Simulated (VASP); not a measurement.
# ZnS (P1) in VASP: notebook

Runs on ZnS. Level: r2SCAN. Tasks: single point.

Everything below comes from runs of VASP 6.6.1. Logs are shortened: lines on timing, memory, paths and dates and some standing lists are left out, and cuts for length are marked.

### 1 The cell of the first run

The typed cell holds 16 atoms: a = 7.159 Å, b = 7.159 Å, c = 7.159 Å, α = 60.00°, β = 60.00°, γ = 60.00°.

### 2 Single point, r2SCAN

File POSCAR:

```
ZnS
1.0
    0.0000000000      5.0620454666      5.0620454666
    5.0620454666      0.0000000000      5.0620454666
    5.0620454666      5.0620454666      0.0000000000
Zn S
8 8
Direct
   -0.0085792394      0.0131193014     -0.0030160733
    0.0008484712      0.0077525973      0.4974056469
    0.0126730391      0.5225957604     -0.0192602972
   -0.0186090782      0.5097488786      0.4923484027
    0.4890166468     -0.0137581735      0.0163409239
    0.4788358809      0.0070129753      0.4844180117
    0.5174741154      0.4753907320      0.0103194450
    0.4970398857      0.4950721041      0.4882076853
    0.2401554881      0.2384152825      0.2700042915
    0.2851328597      0.2328113226      0.7778421838
    0.2633838453      0.7164856626      0.2492081528
    0.2340327656      0.7611829102      0.7518801491
    0.7549126189      0.2347946118      0.2854000442
    0.7538911938      0.2710492249      0.7523005325
    0.7435227567      0.7856225366      0.2369032455
    0.7887993157      0.7251043129      0.7442402532
```

File INCAR.step1:

```
SYSTEM = ZnS
PREC = Accurate ; ENCUT = 520
ISMEAR = -1 ; SIGMA = 0.039
LREAL = Auto ; LASPH = .True.
NELM = 80 ; NBANDS = 86
GGA = PE ; ALGO = Normal
EDIFF = 1E-4 ; LWAVE = .True.
LCHARG = .False.
```

File INCAR.step2:

```
SYSTEM = ZnS
PREC = Accurate ; ENCUT = 520
EDIFF = 1E-6 ; ISMEAR = -1
SIGMA = 0.039 ; LREAL = Auto
LASPH = .True. ; NELM = 80
ALGO = Normal ; ISIF = 2
LWAVE = .False. ; LCHARG = .True.
METAGGA = R2SCAN ; LMIXTAU = .True.
LELF = .True. ; LVHAR = .True.
NBANDS = 86 ; ISTART = 1
```

File KPOINTS:

```
regular mesh
0
Gamma
  2 2 2
  0 0 0
```

Potentials or basis: VASP PAW PBE potentials, release 64 (Zn, S).

The run is started by

```bash
cat potpaw_PBE.64/Zn/POTCAR potpaw_PBE.64/S/POTCAR > POTCAR
cp INCAR.step1 INCAR
mpirun -np 1 vasp_std > vasp.out
cp INCAR.step2 INCAR
mpirun -np 1 vasp_std > vasp.out
```

OUTCAR:

```text
SYSTEM = ZnS
   PREC = Accurate
   ENCUT = 520
   EDIFF = 1E-6
   ISMEAR = -1
   LREAL = Auto
   LASPH = .True.
   NELM = 80
   ISIF = 2
   METAGGA = R2SCAN
   ISTART = 1

 ion  position               nearest neighbor table
   1  0.991  0.013  0.997-  15 2.41  14 2.44  12 2.52  13 2.60  10 2.63  11 2.67
   2  0.001  0.008  0.497-  13 2.32   9 2.38  12 2.47  16 2.52  14 2.62  11 2.74
   3  0.013  0.523  0.981-  12 2.33  16 2.34  10 2.52  15 2.63   9 2.63  13 2.77
   4  0.981  0.510  0.492-  14 2.37  16 2.39  11 2.49   9 2.51  15 2.51
   5  0.489  0.986  0.016-  10 2.25  15 2.42  11 2.51   9 2.56  16 2.71  14 2.78
   6  0.479  0.007  0.484-   9 2.30  15 2.39  12 2.49  13 2.58  10 2.68  16 2.89
   7  0.517  0.475  0.010-  14 2.35  11 2.43  13 2.60   9 2.61  16 2.64  12 2.75
   8  0.497  0.495  0.488-  13 2.36  11 2.40  10 2.44  14 2.65  12 2.68  15 2.73
   9  0.240  0.238  0.270-   6 2.30   2 2.38   4 2.51   5 2.56   7 2.61   3 2.63
  10  0.285  0.233  0.778-   5 2.25   8 2.44   3 2.52   1 2.63   6 2.68
  11  0.263  0.716  0.249-   8 2.40   7 2.43   4 2.49   5 2.51   1 2.67   2 2.74
  12  0.234  0.761  0.752-   3 2.33   2 2.47   6 2.49   1 2.52   8 2.68   7 2.75
  13  0.755  0.235  0.285-   2 2.32   8 2.36   6 2.58   1 2.60   7 2.60   3 2.77
  14  0.754  0.271  0.752-   7 2.35   4 2.37   1 2.44   2 2.62   8 2.65   5 2.78
  15  0.744  0.786  0.237-   6 2.39   1 2.41   5 2.42   4 2.51   3 2.63   8 2.73
  16  0.789  0.725  0.744-   3 2.34   4 2.39   2 2.52   7 2.64   5 2.71   6 2.89

  LATTYP: Found a face centered cubic cell.
 ALAT       =    10.1240909332

  Lattice vectors:

 A1 = (   0.0000000000,   5.0620454666,   5.0620454666)
 A2 = (   5.0620454666,   0.0000000000,   5.0620454666)
 A3 = (   5.0620454666,   5.0620454666,   0.0000000000)

Analysis of symmetry for initial positions (statically):
=====================================================================
 Subroutine PRICEL returns:
 Original cell was already a primitive cell.

 Routine SETGRP: Setting up the symmetry group for a
 face centered cubic supercell.

 Subroutine GETGRP returns: Found  1 space group operations
 (whereof  1 operations were pure point group operations)
 out of a pool of 48 trial point group operations.

The static configuration has the point symmetry C_1 .

Analysis of symmetry for dynamics (positions and initial velocities):
=====================================================================
 Subroutine PRICEL returns:
 Original cell was already a primitive cell.

 Routine SETGRP: Setting up the symmetry group for a
 face centered cubic supercell.

 Subroutine GETGRP returns: Found  1 space group operations
 (whereof  1 operations were pure point group operations)
 out of a pool of 48 trial point group operations.

The dynamic configuration has the point symmetry C_1 .

 Subroutine INISYM returns: Found  1 space group operations
 (whereof  1 operations are pure point group operations),
 and found     1 'primitive' translations

----------------------------------------------------------------------------------------

                                     Primitive cell

  volume of cell :     259.4228

  direct lattice vectors                    reciprocal lattice vectors
     0.000000000  5.062045467  5.062045467    -0.098774300  0.098774300  0.098774300
     5.062045467  0.000000000  5.062045467     0.098774300 -0.098774300  0.098774300
     5.062045467  5.062045467  0.000000000     0.098774300  0.098774300 -0.098774300

  length of vectors
     7.158813352  7.158813352  7.158813352     0.171082107  0.171082107  0.171082107

  position of ions in fractional coordinates (direct lattice)
     0.991420761  0.013119301  0.996983927
     0.000848471  0.007752597  0.497405647
     0.012673039  0.522595760  0.980739703
     0.981390922  0.509748879  0.492348403
     0.489016647  0.986241826  0.016340924
     0.478835881  0.007012975  0.484418012
[... 8 lines left out ...]
     0.743522757  0.785622537  0.236903246
     0.788799316  0.725104313  0.744240253

  ion indices of the primitive-cell ions
   primitive index   ion index
                 1           1
                 2           2
                 3           3
                 4           4
                 5           5
                 6           6
[... 8 lines left out ...]
                15          15
                16          16

----------------------------------------------------------------------------------------

 KPOINTS: regular mesh

Automatic generation of k-mesh.
 Grid dimensions read from file:
 generate k-points for:    2    2    2

 Generating k-lattice:

  Cartesian coordinates                     Fractional coordinates (reciprocal lattice)
    -0.049387150  0.049387150  0.049387150     0.500000000  0.000000000  0.000000000
     0.049387150 -0.049387150  0.049387150     0.000000000  0.500000000  0.000000000
     0.049387150  0.049387150 -0.049387150     0.000000000  0.000000000  0.500000000

  Length of vectors
     0.085541053  0.085541053  0.085541053

  Shift w.r.t. Gamma in fractional coordinates (k-lattice)
     0.000000000  0.000000000  0.000000000

 Subroutine IBZKPT returns following result:
 ===========================================

 Found      8 irreducible k-points:

 Following reciprocal coordinates:
            Coordinates               Weight
  0.000000  0.000000  0.000000      1.000000
  0.500000  0.000000  0.000000      1.000000
  0.000000  0.500000  0.000000      1.000000
  0.000000  0.000000  0.500000      1.000000
  0.500000  0.500000  0.500000      1.000000
  0.500000  0.500000  0.000000      1.000000
  0.000000  0.500000  0.500000      1.000000
  0.500000  0.000000  0.500000      1.000000
   k-points           NKPTS =      8   k-points in BZ     NKDIM =      8   number of bands    NBANDS=     86
   number of dos      NEDOS =    301   number of ions     NIONS =     16
   total plane-waves  NPLWV = 157464
   dimension x,y,z NGX =    54 NGY =   54 NGZ =   54
   dimension x,y,z NGXF=   108 NGYF=  108 NGZF=  108
   ions per type =               8   8
   NGX,Y,Z   is equivalent  to a cutoff of  12.54, 12.54, 12.54 a.u.
   NGXF,Y,Z  is equivalent  to a cutoff of  25.08, 25.08, 25.08 a.u.
 SYSTEM =  ZnS
   PREC   = accura    normal or accurate (medium, high low for compatibility)
   ISTART =      1    job   : 0-new  1-cont  2-samecut
   ICHARG =      0    charge: 1-file 2-atom 10-const
   ISPIN  =      1    spin polarized calculation?
   LNONCOLLINEAR =      F non collinear calculations
   LSORBIT =      F    spin-orbit coupling
   LASPH  =      T    aspherical Exc in radial PAW
   ENCUT  =  520.0 eV  38.22 Ry    6.18 a.u.  13.31 13.31 13.31*2*pi/ulx,y,z
   NELM   =     80;   NELMIN=  2; NELMDL=  0     # of ELM steps
   EDIFF  = 0.1E-05   stopping-criterion for ELM
   LREAL  =      T    real-space projection
   EDIFFG = 0.1E-04   stopping-criterion for IOM
   NSW    =      0    number of steps for IOM
   IBRION =     -1    ionic relax: 0-MD 1-quasi-New 2-CG
   NFREE  =      0    steps in history (QN), initial steepest desc. (CG)
   ISIF   =      2    stress and relaxation
   ISYM   =      2    0-nonsym 1-usesym 2-fastsym
   POTIM  = 0.5000    time-step for ionic-motion
   TEBEG  =    0.0;   TEEND  =   0.0 temperature during run
   PSTRESS=    0.0 pullay stress
   NELECT =     144.0000    total number of electrons
   NUPDOWN=      -1.0000    fix difference up-down
   EMIN   =  10.00;   EMAX   =-10.00  energy-range for DOS
   EFERMI =   0.00;   METHOD = LEGACY
   ISMEAR =    -1;   SIGMA  =   0.04  broadening in eV -4-tet -1-fermi 0-gaus
   EFERMI_NEDOS =   21; number of points for ismear=-14 and -15
   IALGO  =     38    algorithm
   IMIX   =      4    mixing-type and parameters
     AMIX     =   0.40;   BMIX     =  1.00
     AMIX_MAG =   1.60;   BMIX_MAG =  1.00
  volume/ion in A,a.u.               =      16.21       109.42
  Fermi-wavevector in a.u.,A,eV,Ry     =   1.345425  2.542485 24.628851  1.810169
  Thomas-Fermi vector in A             =   2.473339
   LORBIT       =      0    0 simple, 1 ext, 2 COOP (PROOUT), +10 PAW based schemes
   METAGGA = R2SCAN    functional components
   LHFCALC =     F    Hartree Fock is set to
   AEXX    =    0.0000 exact exchange contribution
   IVDW    =     0    specifies the selected vdW correction
   LEPSILON=     F    determine dielectric tensor
   LRPA    =     F    only Hartree local field effects (RPA)
 non-spin polarized calculation
  energy-cutoff  :      520.00
  volume of cell :      259.42
 maximum number of plane-waves:      7046
 NGX is ok and might be reduce to    54
   NGX = 27   NGY = 27   NGZ = 27

 number of electron     144.0000001 magnetization

 Free energy of the ion-electron system (eV)
  ---------------------------------------------------
  ext. energy  EPLUGINS =         0.00000000
  ---------------------------------------------------
  free energy    TOTEN  =      -144.86978412 eV

  energy without entropy =     -144.86943312  energy(sigma->0) =     -144.86960862

 E-fermi :   4.0948     XC(G=0): -11.5218

 val. band max:        3.8449245845   @ k =   0.0000   0.0000   0.0000
 cond. band min:       4.3308773065   @ k =   0.0000   0.0000   0.0000
 fundamental gap:      0.4859527220
 Fermi energy:         4.0947675657

 k-point     1 :       0.0000    0.0000    0.0000
  band No.  band energies     occupation
      1     -10.7450      2.00000
      2      -9.1471      2.00000
      3      -9.0832      2.00000
      4      -8.9983      2.00000
      5      -8.9396      2.00000
      6      -8.8011      2.00000
[... 76 lines left out ...]
     83       9.6055      0.00000
     84       9.8846      0.00000

 k-point     2 :       0.5000    0.0000    0.0000
  band No.  band energies     occupation
      1     -10.0642      2.00000
      2     -10.0301      2.00000
      3      -9.2029      2.00000
      4      -8.9373      2.00000
      5      -8.9171      2.00000
      6      -8.8695      2.00000
[... 511 lines left out ...]
     83      10.6674      0.00000
     84      10.7630      0.00000

 k-point     8 :       0.5000    0.0000    0.5000
  band No.  band energies     occupation
      1      -9.9365      2.00000
      2      -9.8162      2.00000
      3      -9.3027      2.00000
      4      -9.2171      2.00000
      5      -9.1159      2.00000
      6      -9.0399      2.00000
[... 76 lines left out ...]
     83      10.6400      0.00000
     84      10.6771      0.00000
 [bands above 84 left out]

------------------------ aborting loop because EDIFF is reached ----------------------------------------

  FORCE on cell =-STRESS in cart. coord.  units (eV):
  Direction    XX          YY          ZZ          XY          YZ          ZX
  --------------------------------------------------------------------------------------
  -------------------------------------------------------------------------------------
  Total        4.1676961      7.7671967      6.0434499     -0.5689804     -0.0379970      0.3735477
  in kB       25.7394050     47.9696741     37.3239321     -3.5139841     -0.2346670      2.3070048
  external PRESSURE =      37.0110037 kB  Pullay stress =       0.0000000 kB

 VOLUME and BASIS-vectors are now :
 -----------------------------------------------------------------------------
  energy-cutoff  :      520.00
  volume of cell :      259.42
      direct lattice vectors                 reciprocal lattice vectors
     0.000000000  5.062045467  5.062045467    -0.098774300  0.098774300  0.098774300
     5.062045467  0.000000000  5.062045467     0.098774300 -0.098774300  0.098774300
     5.062045467  5.062045467  0.000000000     0.098774300  0.098774300 -0.098774300

 POSITION                                       TOTAL-FORCE (eV/Angst)
 -----------------------------------------------------------------------------------
      5.11319     10.06539      5.08503        -0.119652      0.054509      0.428093
      2.55713      2.52218      0.04354        -0.018962      0.396609     -0.605556
      7.60995      5.02870      2.70955        -0.352911      0.097389     -0.521958
      5.07266      7.46014      7.54822         0.069372      0.104679      0.130222
      5.07512      2.55814      7.46783        -0.298774      0.328879      0.049969
      2.48765      4.87604      2.45939         0.512867      0.845597      0.185707
[... 8 lines left out ...]
      5.17607      4.96296      7.74060        -0.321575     -0.182960     -0.381315
      7.43789      7.76032      7.66345         0.445256     -0.170082     -0.189401
 -----------------------------------------------------------------------------------
    total drift:                               -0.031922     -0.051635     -0.014887

  FREE ENERGIE OF THE ION-ELECTRON SYSTEM (eV)
  ---------------------------------------------------
  free  energy   TOTEN  =      -144.8697841161 eV

  energy  without entropy=     -144.8694331189  energy(sigma->0) =     -144.86960862
```

Run time: 11 min. Hardware: 1 thread of Intel Xeon 6975P-C (Granite Rapids), shared host; peak memory 0.48 GiB.

What came out:

```yaml
Free_energy: -144.8698 eV
Pressure: 3.7 GPa
Largest_force: 1.006 eV/Å
Band_gap_on_the_k_mesh: 0.49 eV
```

Forces in eV/Å, atoms in the order of the input:
```
Zn  -0.120  0.055  0.428
Zn  -0.019  0.397 -0.606
Zn  -0.353  0.097 -0.522
Zn   0.069  0.105  0.130
Zn  -0.299  0.329  0.050
Zn   0.513  0.846  0.186
Zn   0.281 -0.227  0.302
Zn   0.357  0.189 -0.163
S    0.409 -0.644  0.427
S   -0.286 -0.468 -0.638
S   -0.387 -0.040  0.116
S   -0.158  0.204  0.833
S   -0.407 -0.521  0.042
S    0.276  0.033 -0.015
S   -0.322 -0.183 -0.381
S    0.445 -0.170 -0.189
```

Stress tensor (GPa, compression positive):
```
 2.57 -0.35  0.23
-0.35  4.80 -0.02
 0.23 -0.02  3.73
```

Caveat: the k points lie up to 0.54 Å⁻¹ apart; the atoms stand as in a frame of molecular dynamics; the PAW data sets were made with another functional, which shifts forces and pressure a little.

### 3 Single point, r2SCAN

File POSCAR:

```
ZnS
1.0
    0.0000000000      5.0620454666      5.0620454666
    5.0620454666      0.0000000000      5.0620454666
    5.0620454666      5.0620454666      0.0000000000
Zn S
8 8
Direct
   -0.0058436852      0.0313128361     -0.0155170475
   -0.0031222556     -0.0026659184      0.5148335820
    0.0284131190      0.5244813618     -0.0321712835
   -0.0340185605      0.5238181912      0.4830084036
    0.4911025625     -0.0422717460      0.0343249584
    0.4694465934      0.0161436717      0.4873899328
    0.5309874275      0.4659143257      0.0174955955
    0.4878054763      0.4881407163      0.4926564798
    0.2018990163      0.2806061323      0.2654527718
    0.2861122069      0.2042036182      0.7955746400
    0.2867318181      0.6825230083      0.2339648089
    0.2593361732      0.7850228779      0.7230271881
    0.7567788605      0.2196459924      0.2891830999
    0.7478467005      0.2941688315      0.7603633799
    0.7315332358      0.8005017985      0.2197812144
    0.8016053050      0.7233887021      0.7493187339
```

File INCAR.step1:

```
SYSTEM = ZnS
PREC     = Accurate       ! precision mode
ENCUT    = 520            ! plane-wave cutoff, eV
ISMEAR   = -1             ! smearing method
SIGMA    = 0.039          ! smearing width, eV
LREAL    = Auto         
LASPH    = .True.         ! aspherical terms in the spheres
NELM     = 80             ! most SCF steps
NBANDS   = 86             ! bands
GGA      = PE             ! functional
ALGO     = Normal         ! electronic algorithm
EDIFF    = 1E-4           ! SCF threshold, eV
LWAVE    = .True.         ! write WAVECAR
LCHARG   = .False.        ! write CHGCAR
```

File INCAR.step2:

```
SYSTEM = ZnS
PREC     = Accurate       ! precision mode
ENCUT    = 520            ! plane-wave cutoff, eV
EDIFF    = 1E-6           ! SCF threshold, eV
ISMEAR   = -1             ! smearing method
SIGMA    = 0.039          ! smearing width, eV
LREAL    = Auto         
LASPH    = .True.         ! aspherical terms in the spheres
NELM     = 80             ! most SCF steps
ALGO     = Normal         ! electronic algorithm
ISIF     = 2              ! what is computed and relaxed
LWAVE    = .False.        ! write WAVECAR
LCHARG   = .False.        ! write CHGCAR
METAGGA  = R2SCAN         ! meta-GGA
LMIXTAU  = .True.       
NBANDS   = 86             ! bands
ISTART   = 1
```

File KPOINTS:

```
Automatic mesh
0
Gamma
  2 2 2
  0 0 0
```

Potentials or basis: VASP PAW PBE potentials, release 64 (Zn, S).

The run is started by

```bash
cat potpaw_PBE.64/Zn/POTCAR potpaw_PBE.64/S/POTCAR > POTCAR
cp INCAR.step1 INCAR
mpirun -np 1 vasp_std > vasp.out
cp INCAR.step2 INCAR
mpirun -np 1 vasp_std > vasp.out
```

It took 10 min on 1 thread of Intel Xeon 6975P-C (Granite Rapids), shared host; peak memory 0.47 GiB.

The run converged. Its results:

```
Free energy            : -144.7985 eV
Pressure               : 6.2 GPa
Largest force          : 1.630 eV/Å
Band gap on the k mesh : 1.01 eV
```

Forces in eV/Å, atoms in the order of the input:
```
Zn  -0.107  0.100 -0.124
Zn   0.158 -0.003  0.033
Zn  -0.208  0.647 -0.223
Zn   0.293  0.006  0.300
Zn  -0.274 -0.730 -0.100
Zn   0.139  0.224  1.179
Zn   0.007 -0.108  0.006
Zn   0.304  0.445 -0.099
S   -0.629 -0.081 -0.315
S    0.135 -0.346  0.290
S    1.582 -0.147  0.363
S   -0.468 -0.066 -0.817
S   -0.046 -0.123 -0.412
S   -0.877 -0.514 -0.555
S   -0.100  0.938  0.157
S    0.090 -0.242  0.315
```

Stress tensor (GPa, compression positive):
```
 6.19 -0.49  0.69
-0.49  6.12 -0.30
 0.69 -0.30  6.25
```

Levels at points of the mesh, in eV from the valence-band top:
```
           k point  band 69  band 70  band 71  band 72  band 73  band 74  band 75  band 76
(0.00, 0.00, 0.00)    -0.32    -0.20    -0.11     0.00     1.01     1.78     2.17     2.73
(0.50, 0.00, 0.00)    -0.85    -0.57    -0.35    -0.12     2.65     2.87     3.02     3.26
(0.00, 0.50, 0.00)    -0.72    -0.51    -0.26    -0.18     2.65     2.87     3.05     3.20
(0.00, 0.00, 0.50)    -0.86    -0.53    -0.47    -0.02     2.76     2.81     3.06     3.17
(0.50, 0.50, 0.50)    -0.86    -0.69    -0.11    -0.01     2.63     2.81     2.84     3.18
(0.50, 0.50, 0.00)    -0.45    -0.38    -0.08    -0.04     3.32     3.39     3.84     4.08
(0.00, 0.50, 0.50)    -0.55    -0.26    -0.20    -0.15     3.25     3.44     3.97     4.22
(0.50, 0.00, 0.50)    -0.41    -0.34    -0.25    -0.03     3.04     3.47     3.91     4.09
```

Caveat: the k points lie up to 0.54 Å⁻¹ apart; the atoms stand as in a frame of molecular dynamics; the PAW data sets were made with another functional, which shifts forces and pressure a little.

(Part 1 of 2 ends here.)
